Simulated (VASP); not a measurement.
# Ga (Cmmm) in VASP: notebook

The runs below take Ga through single point, with PBE.

Everything below comes from runs of VASP 6.6.1. Logs are shortened: lines on timing, memory, paths and dates and some standing lists are left out, and cuts for length are marked.

**1. The cell of the first run**

The typed cell holds 1 atom: a = 2.898 Å, b = 2.898 Å, c = 2.752 Å, α = 90.00°, β = 90.00°, γ = 120.11°.

**2. Single point, PBE (volume scaled by 1.03, then relaxed in part)**

Contents of INCAR:

```
SYSTEM = Ga
PREC = Accurate
ENCUT = 520
EDIFF = 1E-6
ISMEAR = 0
SIGMA = 0.1
LREAL = .False.
LASPH = .True.
NELM = 100
ALGO = Fast
ISIF = 2
LWAVE = .False.
LCHARG = .False.
GGA = PE
NBANDS = 12
```

Contents of KPOINTS:

```
regular mesh
0
Gamma
  22 22 20
  0 0 0
```

Contents of POSCAR:

```
Ga
1.0
    1.4466308973     -2.5113105156      0.0000000000
    1.4466308973      2.5113105156      0.0000000000
    0.0000000000      0.0000000000      2.7516145887
Ga
1
Direct
    0.5000000000      0.5000000000      0.0000000000
```

Potentials or basis: VASP PAW PBE potentials, release 64 (Ga_d).

On the command line:

```sh
> cat potpaw_PBE.64/Ga_d/POTCAR > POTCAR
> mpirun -np 1 vasp_std > vasp.out
```

OUTCAR:

```text
SYSTEM = Ga
   PREC = Accurate
   ENCUT = 520
   EDIFF = 1E-6
   ISMEAR = 0
   LREAL = .False.
   LASPH = .True.
   NELM = 100
   ISIF = 2
   GGA = PE

 ion  position               nearest neighbor table
   1  0.500  0.500  0.000-

  LATTYP: Found a base centered orthorhombic cell.
 ALAT       =     2.8932617946
 B/A-ratio  =     1.7359718504
 C/A-ratio  =     0.9510423819

  Lattice vectors:

 A1 = (   1.4466308973,  -2.5113105156,   0.0000000000)
 A2 = (   1.4466308973,   2.5113105156,   0.0000000000)
 A3 = (   0.0000000000,   0.0000000000,   2.7516145887)

Analysis of symmetry for initial positions (statically):
=====================================================================
 Subroutine PRICEL returns:
 Original cell was already a primitive cell.

 Routine SETGRP: Setting up the symmetry group for a
 base centered orthorhombic supercell.

 Subroutine GETGRP returns: Found  8 space group operations
 (whereof  8 operations were pure point group operations)
 out of a pool of  8 trial point group operations.

The static configuration has the point symmetry D_2h.

Analysis of symmetry for dynamics (positions and initial velocities):
=====================================================================
 Subroutine PRICEL returns:
 Original cell was already a primitive cell.

 Routine SETGRP: Setting up the symmetry group for a
 base centered orthorhombic supercell.

 Subroutine GETGRP returns: Found  8 space group operations
 (whereof  8 operations were pure point group operations)
 out of a pool of  8 trial point group operations.

The dynamic configuration has the point symmetry D_2h.

 Subroutine INISYM returns: Found  8 space group operations
 (whereof  8 operations are pure point group operations),
 and found     1 'primitive' translations

----------------------------------------------------------------------------------------

                                     Primitive cell

  volume of cell :      19.9929

  direct lattice vectors                    reciprocal lattice vectors
     1.446630897 -2.511310516  0.000000000     0.345630666 -0.199099234  0.000000000
     1.446630897  2.511310516  0.000000000     0.345630666  0.199099234  0.000000000
     0.000000000  0.000000000  2.751614589     0.000000000  0.000000000  0.363422990

  length of vectors
     2.898175540  2.898175540  2.751614589     0.398874745  0.398874745  0.363422990

  position of ions in fractional coordinates (direct lattice)
[... 80 lines left out ...]
   NSW    =      0    number of steps for IOM
   IBRION =     -1    ionic relax: 0-MD 1-quasi-New 2-CG
   NFREE  =      0    steps in history (QN), initial steepest desc. (CG)
   ISIF   =      2    stress and relaxation
   ISYM   =      2    0-nonsym 1-usesym 2-fastsym
   POTIM  = 0.5000    time-step for ionic-motion
   TEBEG  =    0.0;   TEEND  =   0.0 temperature during run
   PSTRESS=    0.0 pullay stress
   NELECT =      13.0000    total number of electrons
   NUPDOWN=      -1.0000    fix difference up-down
   EMIN   =  10.00;   EMAX   =-10.00  energy-range for DOS
   EFERMI =   0.00;   METHOD = LEGACY
   ISMEAR =     0;   SIGMA  =   0.10  broadening in eV -4-tet -1-fermi 0-gaus
   EFERMI_NEDOS =   21; number of points for ismear=-14 and -15
   IALGO  =     68    algorithm
   IMIX   =      4    mixing-type and parameters
     AMIX     =   0.40;   BMIX     =  1.00
     AMIX_MAG =   1.60;   BMIX_MAG =  1.00
  volume/ion in A,a.u.               =      19.99       134.92
  Fermi-wavevector in a.u.,A,eV,Ry     =   1.418287  2.680173 27.368625  2.011537
  Thomas-Fermi vector in A             =   2.539428
   LORBIT       =      0    0 simple, 1 ext, 2 COOP (PROOUT), +10 PAW based schemes
   GGA     = PE    functional components
   LHFCALC =     F    Hartree Fock is set to
   AEXX    =    0.0000 exact exchange contribution
   IVDW    =     0    specifies the selected vdW correction
   LEPSILON=     F    determine dielectric tensor
   LRPA    =     F    only Hartree local field effects (RPA)
 non-spin polarized calculation
 RMM-DIIS sequential band-by-band and
 Gauss-broadening in eV      SIGMA  =   0.10
  energy-cutoff  :      520.00
  volume of cell :       19.99
 maximum number of plane-waves:       562
 NGX is ok and might be reduce to    24
   NGX = 11   NGY = 11   NGZ = 11

 number of electron      12.9999991 magnetization

 Free energy of the ion-electron system (eV)
  ---------------------------------------------------
  ext. energy  EPLUGINS =         0.00000000
  ---------------------------------------------------
  free energy    TOTEN  =        -2.86074287 eV

  energy without entropy =       -2.85816880  energy(sigma->0) =       -2.85945584

 E-fermi :   4.8891     XC(G=0): -10.6891

 val. band max:        4.8878310437   @ k =   0.3182   0.1818   0.5000
 cond. band min:       4.8899358946   @ k =  -0.0909   0.0909   0.3000
 fundamental gap:      0.0021048509
 Fermi energy:         4.8891134796

 k-point     1 :       0.0000    0.0000    0.0000
  band No.  band energies     occupation
      1     -10.1939      2.00000
      2      -9.9653      2.00000
      3      -9.9620      2.00000
      4      -9.7324      2.00000
      5      -9.7317      2.00000
      6      -5.7023      2.00000
      7      13.3359      0.00000
      8      15.9064      0.00000
      9      15.9508      0.00000
     10      16.5585      0.00000
     11      20.6240      0.00000
     12      20.6870      0.00000
[... 331 lines left out ...]
 k-point    24 :      -0.4545    0.0455    0.0000
  band No.  band energies     occupation
      1     -10.1391      2.00000
      2      -9.9955      2.00000
      3      -9.8420      2.00000
      4      -9.7589      2.00000
      5      -9.7260      2.00000
      6      -1.1505      2.00000
      7       2.4731      2.00000
      8      10.8249      0.00000
      9      15.5702      0.00000
     10      17.3416      0.00000
     11      20.9383      0.00000
     12      23.3366      0.00000

 [... further k-points ...]
[... 5 lines left out ...]
  --------------------------------------------------------------------------------------
  -------------------------------------------------------------------------------------
  Total       -0.1337500     -0.1357359     -0.1360511     -0.0000000      0.0000000      0.0000000
  in kB      -10.7183662    -10.8775130    -10.9027687     -0.0000000      0.0000000      0.0000000
  external PRESSURE =     -10.8328826 kB  Pullay stress =       0.0000000 kB

 VOLUME and BASIS-vectors are now :
 -----------------------------------------------------------------------------
  energy-cutoff  :      520.00
  volume of cell :       19.99
      direct lattice vectors                 reciprocal lattice vectors
     1.446630897 -2.511310516  0.000000000     0.345630666 -0.199099234  0.000000000
     1.446630897  2.511310516  0.000000000     0.345630666  0.199099234  0.000000000
     0.000000000  0.000000000  2.751614589     0.000000000  0.000000000  0.363422990

 POSITION                                       TOTAL-FORCE (eV/Angst)
 -----------------------------------------------------------------------------------
      1.44663      0.00000      0.00000         0.000000      0.000000      0.000000
 -----------------------------------------------------------------------------------
    total drift:                               -0.000000     -0.000000     -0.000000

  FREE ENERGIE OF THE ION-ELECTRON SYSTEM (eV)
  ---------------------------------------------------
  free  energy   TOTEN  =        -2.8607428725 eV

  energy  without entropy=       -2.8581687997  energy(sigma->0) =       -2.85945584
```

It took 1.7 min on 1 thread of Intel Xeon Platinum 8488C (Sapphire Rapids), shared host; peak memory 0.42 GiB.

What came out:

| Quantity | Value |
| --- | --- |
| Free energy | -2.8607 eV |
| Pressure | -1.1 GPa |

**3. Single point, PBE (volume scaled by 1.06, then relaxed in part)**

Contents of INCAR:

```
  PREC = Accurate
  ENCUT = 520
  EDIFF = 1E-6
  ISMEAR = 0
  SIGMA = 0.1
  LREAL = False
  LASPH = True
  NELM = 60
  ALGO = Fast
  ISIF = 2
  LWAVE = False
  LCHARG = False
  GGA = PE
  NBANDS = 12
```

Contents of KPOINTS:

```
Automatic mesh
0
Gamma
  22 22 20
```

Contents of POSCAR:

```
Ga
1.0
    1.4605416631     -2.5354592135      0.0000000000
    1.4605416631      2.5354592135      0.0000000000
    0.0000000000      0.0000000000      2.7780740445
Ga
1
Direct
    0.5000000000      0.5000000000      0.0000000000
```

Potentials or basis: VASP PAW PBE potentials, release 64 (Ga_d).

On the command line:

```sh
> cat potpaw_PBE.64/Ga_d/POTCAR > POTCAR
> mpirun -np 1 vasp_std > vasp.out
```

OUTCAR:

```text
PREC = Accurate
   ENCUT = 520
   EDIFF = 1E-6
   ISMEAR = 0
   LREAL = False
   LASPH = True
   NELM = 60
   ISIF = 2
   GGA = PE

 ion  position               nearest neighbor table
   1  0.500  0.500  0.000-

  LATTYP: Found a base centered orthorhombic cell.
 ALAT       =     2.9210833262
 B/A-ratio  =     1.7359718504
 C/A-ratio  =     0.9510423820

  Lattice vectors:

 A1 = (   1.4605416631,  -2.5354592135,   0.0000000000)
 A2 = (   1.4605416631,   2.5354592135,   0.0000000000)
 A3 = (   0.0000000000,   0.0000000000,   2.7780740445)

Analysis of symmetry for initial positions (statically):
=====================================================================
 Subroutine PRICEL returns:
 Original cell was already a primitive cell.

 Routine SETGRP: Setting up the symmetry group for a
 base centered orthorhombic supercell.

 Subroutine GETGRP returns: Found  8 space group operations
 (whereof  8 operations were pure point group operations)
 out of a pool of  8 trial point group operations.

The static configuration has the point symmetry D_2h.

Analysis of symmetry for dynamics (positions and initial velocities):
=====================================================================
 Subroutine PRICEL returns:
 Original cell was already a primitive cell.

 Routine SETGRP: Setting up the symmetry group for a
 base centered orthorhombic supercell.

 Subroutine GETGRP returns: Found  8 space group operations
 (whereof  8 operations were pure point group operations)
 out of a pool of  8 trial point group operations.

The dynamic configuration has the point symmetry D_2h.

 Subroutine INISYM returns: Found  8 space group operations
 (whereof  8 operations are pure point group operations),
 and found     1 'primitive' translations

----------------------------------------------------------------------------------------

                                     Primitive cell

  volume of cell :      20.5752

  direct lattice vectors                    reciprocal lattice vectors
     1.460541663 -2.535459213  0.000000000     0.342338745 -0.197202936  0.000000000
     1.460541663  2.535459213  0.000000000     0.342338745  0.197202936  0.000000000
     0.000000000  0.000000000  2.778074044     0.000000000  0.000000000  0.359961608

  length of vectors
     2.926044322  2.926044322  2.778074044     0.395075707  0.395075707  0.359961608

  position of ions in fractional coordinates (direct lattice)
     0.500000000  0.500000000  0.000000000

  ion indices of the primitive-cell ions
   primitive index   ion index
                 1           1

----------------------------------------------------------------------------------------

 KPOINTS: Automatic mesh

Automatic generation of k-mesh.
 Grid dimensions read from file:
 generate k-points for:   22   22   20

 Generating k-lattice:

  Cartesian coordinates                     Fractional coordinates (reciprocal lattice)
     0.015560852 -0.008963770  0.000000000     0.045454545  0.000000000  0.000000000
     0.015560852  0.008963770  0.000000000     0.000000000  0.045454545  0.000000000
     0.000000000  0.000000000  0.017998080     0.000000000  0.000000000  0.050000000

  Length of vectors
     0.017957987  0.017957987  0.017998080

  Shift w.r.t. Gamma in fractional coordinates (k-lattice)
     0.000000000  0.000000000  0.000000000

 Subroutine IBZKPT returns following result:
 ===========================================

 Found   1463 irreducible k-points:

 Following reciprocal coordinates:
            Coordinates               Weight
  0.000000  0.000000  0.000000      1.000000
  0.045455 -0.000000  0.000000      4.000000
  0.090909 -0.000000  0.000000      4.000000
  0.136364  0.000000  0.000000      4.000000
  0.181818 -0.000000  0.000000      4.000000
  0.227273 -0.000000  0.000000      4.000000
[... 16 lines left out ...]
  0.500000  0.045455  0.000000      4.000000
 -0.454545  0.045455  0.000000      4.000000
 [... further k-points ...]
   k-points           NKPTS =   1463   k-points in BZ     NKDIM =   1463   number of bands    NBANDS=     12
   number of dos      NEDOS =    301   number of ions     NIONS =      1
   total plane-waves  NPLWV =  13824
   dimension x,y,z NGX =    24 NGY =   24 NGZ =   24
   dimension x,y,z NGXF=    48 NGYF=   48 NGZF=   48
   ions per type =               1
   NGX,Y,Z   is equivalent  to a cutoff of  13.64, 13.64, 14.36 a.u.
   NGXF,Y,Z  is equivalent  to a cutoff of  27.27, 27.27, 28.72 a.u.
 SYSTEM =  unknown system
   PREC   = accura    normal or accurate (medium, high low for compatibility)
   ISTART =      0    job   : 0-new  1-cont  2-samecut
   ICHARG =      2    charge: 1-file 2-atom 10-const
   ISPIN  =      1    spin polarized calculation?
   LNONCOLLINEAR =      F non collinear calculations
   LSORBIT =      F    spin-orbit coupling
   LASPH  =      T    aspherical Exc in radial PAW
   ENCUT  =  520.0 eV  38.22 Ry    6.18 a.u.   5.44  5.44  5.17*2*pi/ulx,y,z
   NELM   =     60;   NELMIN=  2; NELMDL= -5     # of ELM steps
   EDIFF  = 0.1E-05   stopping-criterion for ELM
   LREAL  =      F    real-space projection
   EDIFFG = 0.1E-04   stopping-criterion for IOM
   NSW    =      0    number of steps for IOM
   IBRION =     -1    ionic relax: 0-MD 1-quasi-New 2-CG
   NFREE  =      0    steps in history (QN), initial steepest desc. (CG)
   ISIF   =      2    stress and relaxation
   ISYM   =      2    0-nonsym 1-usesym 2-fastsym
   POTIM  = 0.5000    time-step for ionic-motion
   TEBEG  =    0.0;   TEEND  =   0.0 temperature during run
   PSTRESS=    0.0 pullay stress
   NELECT =      13.0000    total number of electrons
   NUPDOWN=      -1.0000    fix difference up-down
   EMIN   =  10.00;   EMAX   =-10.00  energy-range for DOS
   EFERMI =   0.00;   METHOD = LEGACY
   ISMEAR =     0;   SIGMA  =   0.10  broadening in eV -4-tet -1-fermi 0-gaus
   EFERMI_NEDOS =   21; number of points for ismear=-14 and -15
   IALGO  =     68    algorithm
   IMIX   =      4    mixing-type and parameters
     AMIX     =   0.40;   BMIX     =  1.00
     AMIX_MAG =   1.60;   BMIX_MAG =  1.00
  volume/ion in A,a.u.               =      20.58       138.85
  Fermi-wavevector in a.u.,A,eV,Ry     =   1.404778  2.654646 26.849769  1.973402
  Thomas-Fermi vector in A             =   2.527306
   LORBIT       =      0    0 simple, 1 ext, 2 COOP (PROOUT), +10 PAW based schemes
   GGA     = PE    functional components
   LHFCALC =     F    Hartree Fock is set to
   AEXX    =    0.0000 exact exchange contribution
   IVDW    =     0    specifies the selected vdW correction
   LEPSILON=     F    determine dielectric tensor
   LRPA    =     F    only Hartree local field effects (RPA)
 non-spin polarized calculation
 RMM-DIIS sequential band-by-band and
 Gauss-broadening in eV      SIGMA  =   0.10
  energy-cutoff  :      520.00
  volume of cell :       20.58
 maximum number of plane-waves:       575
 NGX is ok and might be reduce to    24
   NGX = 11   NGY = 11   NGZ = 11

 number of electron      12.9999996 magnetization

 Free energy of the ion-electron system (eV)
  ---------------------------------------------------
  ext. energy  EPLUGINS =         0.00000000
  ---------------------------------------------------
  free energy    TOTEN  =        -2.85469070 eV

  energy without entropy =       -2.85216745  energy(sigma->0) =       -2.85342907

 E-fermi :   4.6540     XC(G=0): -10.5498

 val. band max:        4.6495062962   @ k =   0.3636   0.2727   0.3500
 cond. band min:       4.6558829907   @ k =  -0.4545   0.4545   0.4500
 fundamental gap:      0.0063766946
 Fermi energy:         4.6539666579

 k-point     1 :       0.0000    0.0000    0.0000
  band No.  band energies     occupation
      1     -10.4012      2.00000
      2     -10.1873      2.00000
      3     -10.1842      2.00000
      4      -9.9708      2.00000
      5      -9.9701      2.00000
      6      -5.7471      2.00000
      7      12.9166      0.00000
      8      15.3856      0.00000
      9      15.4287      0.00000
     10      16.1328      0.00000
     11      20.1397      0.00000
     12      20.2018      0.00000
[... 331 lines left out ...]
 k-point    24 :      -0.4545    0.0455    0.0000
  band No.  band energies     occupation
      1     -10.3492      2.00000
      2     -10.2128      2.00000
      3     -10.0726      2.00000
      4      -9.9955      2.00000
      5      -9.9640      2.00000
      6      -1.3133      2.00000
      7       2.2865      2.00000
      8      10.4651      0.00000
      9      15.1484      0.00000
     10      16.7871      0.00000
     11      20.4389      0.00000
     12      22.7814      0.00000

 [... further k-points ...]
[... 5 lines left out ...]
  --------------------------------------------------------------------------------------
  -------------------------------------------------------------------------------------
  Total       -0.2736021     -0.2771105     -0.2725016      0.0000000      0.0000000      0.0000000
  in kB      -21.3051985    -21.5783980    -21.2195054      0.0000000      0.0000000      0.0000000
  external PRESSURE =     -21.3677006 kB  Pullay stress =       0.0000000 kB

 VOLUME and BASIS-vectors are now :
 -----------------------------------------------------------------------------
  energy-cutoff  :      520.00
  volume of cell :       20.58
      direct lattice vectors                 reciprocal lattice vectors
     1.460541663 -2.535459213  0.000000000     0.342338745 -0.197202936  0.000000000
     1.460541663  2.535459213  0.000000000     0.342338745  0.197202936  0.000000000
     0.000000000  0.000000000  2.778074044     0.000000000  0.000000000  0.359961608

 POSITION                                       TOTAL-FORCE (eV/Angst)
 -----------------------------------------------------------------------------------
      1.46054      0.00000      0.00000        -0.000000     -0.000000      0.000000
 -----------------------------------------------------------------------------------
    total drift:                               -0.000000     -0.000000     -0.000000

  FREE ENERGIE OF THE ION-ELECTRON SYSTEM (eV)
  ---------------------------------------------------
  free  energy   TOTEN  =        -2.8546907040 eV

  energy  without entropy=       -2.8521674456  energy(sigma->0) =       -2.85342907
```

stdout:

```text
POSCAR found type information on POSCAR Ga
 POSCAR found :  1 types and       1 ions
 scaLAPACK will be used
 LDA part: xc-table for (Slater+PW92), standard interpolation
 POSCAR, INCAR and KPOINTS ok, starting setup
 FFT: planning ... GRIDC
 FFT: planning ... GRID_SOFT
 FFT: planning ... GRID
 WAVECAR not read
 entering main loop
WARNING in EDDRMM: call to ZHEGV failed, returncode =   6  3     10
WARNING in EDDRMM: call to ZHEGV failed, returncode =   8  4     10
WARNING in EDDRMM: call to ZHEGV failed, returncode =   8  4      8
WARNING in EDDRMM: call to ZHEGV failed, returncode =   8  4      9
WARNING in EDDRMM: call to ZHEGV failed, returncode =   6  3     10
```

It took 2 min on 1 thread of Intel Xeon Platinum 8488C (Sapphire Rapids), shared host; peak memory 0.43 GiB.

What came out:

```
Free energy : -2.8547 eV
Pressure    : -2.1 GPa
```

Levels at points of the mesh, in eV from the Fermi level:
```
           k point  band 5  band 6  band 7  band 8  band 9  band 10
(0.00, 0.00, 0.00)  -14.62  -10.40    8.26   10.73   10.77    11.48
(0.50, 0.00, 0.00)  -14.60   -5.02   -3.60    6.28    9.75    12.52
(0.50, 0.50, 0.00)  -14.60   -5.05   -3.61    6.34    9.81    12.50
(0.00, 0.00, 0.50)  -14.74   -6.40   -4.03   13.87   13.92    17.73
(0.50, 0.00, 0.50)  -14.52   -0.72   -0.44    0.25    4.61     9.36
(0.50, 0.50, 0.50)  -14.52   -0.75   -0.44    0.23    4.59     9.42
```
